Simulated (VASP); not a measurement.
The system is TePb.

```
Pb Te
1.0
     0.00000    3.21900    3.21900
     3.21900    0.00000    3.21900
     3.21900    3.21900    0.00000
Pb Te
1 1
Cartesian
  0.0000 0.0000 0.0000
  3.2190 3.2190 3.2190
```

Base run:

- Program: VASP 6.6.1
- Functional: r2SCAN
- Potentials or basis: VASP PAW PBE potentials, release 64 (Pb_d, Te)
- Cutoff: 520 eV
- k mesh: 8 × 8 × 8
- Occupations: gaussian, width 0.01 eV
- Spin: non-collinear spin, zero start, spin-orbit coupling
- Starting moments: [[0.0, 0.0, 0.0], [0.0, 0.0, 0.0]] μB

Its results: pressure 2.0 GPa; net moment 0.00 μB per cell.

The run is repeated on the same cell with these changes: functional from r2SCAN to PBE. What comes out?

Pressure 2.5 GPa; net moment 0.00 μB per cell.

Caveats: the PAW data sets were made with another functional, which shifts forces and pressure a little (at least some runs).
